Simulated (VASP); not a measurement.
# Si3H2C4 in VASP: a series of runs, part 2 of 2

VASP 6.6.1.

**4. Single point, LDA**

Input file INCAR:

```
SYSTEM = Si3H2C4
ALGO = Normal
DIPOL = 0.5 0.5 0.349
EDIFF = 1E-7
ENCUT = 520
GGA = CA
IDIPOL = 3
ISIF = 2
ISMEAR = 0
LASPH = .True.
LCHARG = .True.
LDIPOL = .True.
LELF = .True.
LREAL = Auto
LVACPOTAV = .True.
LVHAR = .True.
LWAVE = .False.
NBANDS = 45
NELM = 80
PREC = Accurate
SIGMA = 0.05
```

Input file KPOINTS:

```
k-points
0
Gamma
  4 8 1
  0 0 0
```

Input file POSCAR:

```
Si3H2C4
1.0
    6.1223116280      0.0000000000      0.0000000000
    0.0000000000      3.0611558140      0.0000000000
    0.0000000000      0.0000000000     19.9960979072
C Si H
8 6 4
Direct
    0.5000000000      0.5000000000      0.2326656844
    0.0000000000      0.5000000000      0.2326656844
    0.7500000000      0.0000000000      0.3409150060
    0.2500000000      0.0000000000      0.3409150060
   -0.0000799532      0.5000000000      0.4565023280
    0.4999424697      0.5000000000      0.4372963530
    0.3877873388      0.0000000000      0.5386765165
    0.6120029513      0.0000000000      0.5386765165
    0.2500000000      0.5000000000      0.2867903452
    0.7500000000      0.5000000000      0.2867903452
    0.4999780970      0.0000000000      0.3895093987
    0.0000084998      0.0000000000      0.3976932736
    0.7245199854      0.5000000000      0.5011173688
    0.2753287627      0.5000000000      0.5011285144
    0.5000000000      0.2236746754      0.1987605550
    0.5000000000      0.7763253246      0.1987605550
    0.0000000000      0.7759774367      0.1986431602
    0.0000000000      0.2240225633      0.1986431602
```

Potentials or basis: VASP PAW LDA potentials, release 64 (C, Si, H).

The run is started by

```bash
> cat potpaw_LDA.64/C/POTCAR potpaw_LDA.64/Si/POTCAR potpaw_LDA.64/H/POTCAR > POTCAR
> mpirun -np 1 vasp_std > vasp.out
```

OUTCAR:

```text
SYSTEM = Si3H2C4
   EDIFF = 1E-7
   ENCUT = 520
   GGA = CA
   ISIF = 2
   ISMEAR = 0
   LASPH = .True.
   LREAL = Auto
   NELM = 80
   PREC = Accurate

 ion  position               nearest neighbor table
   1  0.500  0.500  0.233-  15 1.08  16 1.08   9 1.87  10 1.87
   2  0.000  0.500  0.233-  17 1.08  18 1.08   9 1.87  10 1.87
   3  0.750  0.000  0.341-  11 1.81  10 1.87  10 1.87  12 1.91
   4  0.250  0.000  0.341-  11 1.81   9 1.87   9 1.87  12 1.91
   5  1.000  0.500  0.457-  13 1.91  14 1.91  12 1.93  12 1.93
   6  0.500  0.500  0.437-  11 1.80  11 1.80  13 1.88  14 1.88
   7  0.388  0.000  0.539-   8 1.37  14 1.84  14 1.84
   8  0.612  0.000  0.539-   7 1.37  13 1.84  13 1.84
   9  0.250  0.500  0.287-   4 1.87   4 1.87   1 1.87   2 1.87  11 2.98  11 2.98  10 3.06  10 3.06
                            12 3.10  12 3.10
[... 920 lines left out ...]
 VOLUME and BASIS-vectors are now :
 -----------------------------------------------------------------------------
  energy-cutoff  :      520.00
  volume of cell :      374.75
      direct lattice vectors                 reciprocal lattice vectors
     6.122311628  0.000000000  0.000000000     0.163336998  0.000000000  0.000000000
     0.000000000  3.061155814  0.000000000     0.000000000  0.326673995  0.000000000
     0.000000000  0.000000000 19.996097907     0.000000000  0.000000000  0.050009757

 POSITION                                       TOTAL-FORCE (eV/Angst)
 -----------------------------------------------------------------------------------
      3.06116      1.53058      4.65241        -0.000141      0.000000      0.796049
      0.00000      1.53058      4.65241        -0.000076      0.000000      0.570892
      4.59173      0.00000      6.81697         1.184946      0.000000     -0.615567
      1.53058      0.00000      6.81697        -1.188280      0.000000     -0.617625
      6.12182      1.53058      9.12827         0.003332      0.000000      0.011754
      3.06080      1.53058      8.74422        -0.002508      0.000000     -0.017185
[... 10 lines left out ...]
      0.00000      2.37539      3.97209        -0.000092      0.035402     -0.031661
      0.00000      0.68577      3.97209        -0.000092     -0.035402     -0.031661
 -----------------------------------------------------------------------------------
    total drift:                                0.002053     -0.000000     -0.007821

  FREE ENERGIE OF THE ION-ELECTRON SYSTEM (eV)
  ---------------------------------------------------
  free  energy   TOTEN  =      -129.4624094823 eV

  energy  without entropy=     -129.4613072892  energy(sigma->0) =     -129.46185839

 vacuum level on the upper side and lower side of the slab         5.725         4.360
```

Wall time 11 min (1 thread of Intel Xeon 6975P-C, shared host); peak memory 0.42 GiB.

Results:

- Free energy: -129.4624 eV
- Largest force: 1.339 eV/Å
- Band gap on the k mesh: 0.07 eV, indirect (least direct gap 0.92 eV)

Forces in eV/Å, atoms in the order of the input:
```
C    0.000  0.000  0.796
C    0.000  0.000  0.571
C    1.185  0.000 -0.616
C   -1.188  0.000 -0.618
C    0.003  0.000  0.012
C   -0.003  0.000 -0.017
C   -0.059  0.000  0.656
C    0.066  0.000  0.651
Si  -0.514  0.000 -0.667
Si   0.513  0.000 -0.666
Si   0.003  0.000  0.000
Si  -0.005  0.000  0.014
Si   0.034  0.000  0.003
Si  -0.036  0.000 -0.004
H    0.000 -0.034 -0.027
H    0.000  0.034 -0.027
H    0.000  0.035 -0.032
H    0.000 -0.035 -0.032
```

**5. Single point, LDA**

Input file INCAR:

```
PREC     = Accurate       # precision mode
ENCUT    = 520            # plane-wave cutoff, eV
EDIFF    = 1E-6           # SCF threshold, eV
ISMEAR   = 0              # smearing method
SIGMA    = 0.05           # smearing width, eV
LREAL    = Auto         
LASPH    = True           # aspherical terms in the spheres
NELM     = 80             # most SCF steps
ALGO     = Normal         # electronic algorithm
ISIF     = 2              # what is computed and relaxed
LWAVE    = False          # write WAVECAR
LCHARG   = False          # write CHGCAR
LDIPOL   = True         
IDIPOL   = 3            
DIPOL    = 0.5 0.5 0.348
NBANDS   = 45             # bands
```

Input file KPOINTS:

```
Automatic mesh
0
Gamma
  4 8 1
```

Input file POSCAR:

```
Si3H2C4
1.0
    6.1223116280      0.0000000000      0.0000000000
    0.0000000000      3.0611558140      0.0000000000
    0.0000000000      0.0000000000     19.9960979072
C Si H
8 6 4
Direct
    0.5000000000      0.5000000000      0.2326656844
    0.0000000000      0.5000000000      0.2326656844
    0.7500000000      0.0000000000      0.3409150060
    0.2500000000      0.0000000000      0.3409150060
   -0.0031299205      0.5000000000      0.4551147321
    0.5026734426      0.5000000000      0.4354884397
    0.3882852926      0.0000000000      0.5313750920
    0.6113523206      0.0000000000      0.5386765165
    0.2500000000      0.5000000000      0.2867903452
    0.7500000000      0.5000000000      0.2867903452
    0.5007329665      0.0000000000      0.3885557410
   -0.0017319265      0.0000000000      0.3969255086
    0.7223640122      0.5000000000      0.5008803112
    0.2721616604      0.5000000000      0.4970562274
    0.5000000000      0.2236746754      0.1987605550
    0.5000000000      0.7763253246      0.1987605550
    0.0000000000      0.7759774367      0.1986431602
    0.0000000000      0.2240225633      0.1986431602
```

The run is started by

```bash
> cat potpaw_LDA.64/C/POTCAR potpaw_LDA.64/Si/POTCAR potpaw_LDA.64/H/POTCAR > POTCAR
> mpirun -np 1 vasp_std > vasp.out
```

Wall time 7.9 min (1 thread of Intel Xeon 6975P-C, shared host); peak memory 0.41 GiB.

Results (log left out):

```
Free energy            : -129.2794 eV
Largest force          : 1.853 eV/Å
Band gap on the k mesh : 0.18 eV, indirect (least direct gap 0.98 eV)
```

Forces in eV/Å, atoms in the order of the input:
```
C    0.000  0.000  0.797
C    0.000  0.000  0.560
C    1.306  0.000 -1.037
C   -1.308  0.000 -0.748
C   -0.001  0.000  0.021
C    0.000  0.000 -0.019
C   -0.073  0.000  1.852
C    0.072  0.000  0.112
Si  -0.535  0.000 -0.705
Si   0.534  0.000 -0.717
Si   0.003  0.000 -0.006
Si   0.001  0.000  0.000
Si   0.019  0.000  0.003
Si  -0.017  0.000  0.007
H   -0.001 -0.034 -0.026
H   -0.001  0.034 -0.026
H    0.001  0.036 -0.033
H    0.001 -0.036 -0.033
```

Levels at points of the mesh, in eV from the valence-band top:
```tsv
k point	band 26	band 27	band 28	band 29	band 30	band 31	band 32	band 33	band 34	band 35
(0.00, 0.00, 0.00)	-2.10	-1.51	-1.32	-1.23	-0.24	1.02	1.47	2.88	3.04	3.68
(0.50, 0.00, 0.00)	-2.39	-1.86	-1.43	-1.20	0.00	0.98	2.52	3.09	3.53	3.65
(0.00, 0.50, 0.00)	-2.41	-2.28	-2.07	-1.93	-1.49	0.18	1.75	3.07	3.43	3.95
(0.50, 0.50, 0.00)	-3.87	-3.26	-2.65	-2.37	-1.85	0.81	2.55	2.93	3.41	3.69
```
